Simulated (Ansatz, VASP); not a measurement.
# ZnO in VASP and in Ansatz

Contents of POSCAR:

```
ZnO
1.0
    0.0000000000      2.1115791842      2.1337703963
    2.1115791842      0.0000000000      2.1337703963
    2.1115791842      2.1115791842      0.0000000000
Zn O
1 1
Direct
    0.0000000000      0.0000000000      0.0000000000
    0.5000000000      0.5000000000      0.5000000000
```

INCAR.step1

```
SYSTEM = ZnO
ALGO = Normal
EDIFF = 1E-4
ENCUT = 520
GGA = PE
ISMEAR = 0
LASPH = .TRUE.
LCHARG = .FALSE.
LREAL = .FALSE.
LWAVE = .TRUE.
NBANDS = 16
NELM = 60
PREC = Accurate
SIGMA = 0.01
```

The input INCAR.step2:

```
SYSTEM = ZnO
ALGO = Normal
EDIFF = 1E-6
ENCUT = 520
ISIF = 2
ISMEAR = 0
ISTART = 1
LASPH = .TRUE.
LCHARG = .FALSE.
LMIXTAU = .TRUE.
LREAL = .FALSE.
LWAVE = .FALSE.
METAGGA = R2SCAN
NBANDS = 16
NELM = 60
PREC = Accurate
SIGMA = 0.01
```

The input KPOINTS:

```
k-points
0
G
  10 10 10
  0 0 0
```

Input for Ansatz:

```yaml
crystal:
  lattice:
    - [0.0, 2.1115791842, 2.1337703963]
    - [2.1115791842, 0.0, 2.1337703963]
    - [2.1115791842, 2.1115791842, 0.0]
  atoms:
    - { symbol: Zn, position: [0.0, 0.0, 0.0] }
    - { symbol: O, position: [0.5, 0.5, 0.5] }
kpoints:
  mp_grid: { grid: [10, 10, 10] }
  band_path:
    path:
      - [0.0, 0.0, 0.0]
      - [0.5, 0.0, 0.5]
      - [0.625, 0.25, 0.625]
      - [0.375, 0.375, 0.75]
      - [0.5, 0.5, 0.5]
      - [0.5, 0.25, 0.75]
      - [0.0, 0.0, 0.5]
    npoints: 1
hamiltonian:
  xc: r2scan
scf:
  occupations: { method: fixed }
  n_extra_bands: 4
output:
  forces: true
  stress: true
  eigenvalues: true
```

Change from the starting cell: biaxial_xy strain -1.0%.

Alike in both runs: task single point; functional r2SCAN; k mesh 10 × 10 × 10; no spin polarisation.

|  | VASP | Ansatz |
| --- | --- | --- |
| version | VASP 6.6.1 | Ansatz 0.2.0 |
| potentials or method | VASP PAW PBE potentials, release 64 (Zn, O) | plane waves, PAW |
| plane-wave cutoff (eV) | 520 | 500 |
| occupations | gaussian, width 0.01 eV | fixed |
| valence electrons in the cell | 18 | 18 |

VASP gave:

```
gap on the k mesh at the Fermi level (eV)                     : 1.62
pressure (GPa)                                                : 5.7
traceless stress, the component that is largest in VASP (GPa) : -0.90
```

Task: Which values does Ansatz return?

Result: gap on the k mesh at the Fermi level (eV): 1.64; pressure (GPa): 4.3; traceless stress, the component that is largest in VASP (GPa): -0.86.

VASP's potentials were made for PBE, not for r2SCAN.
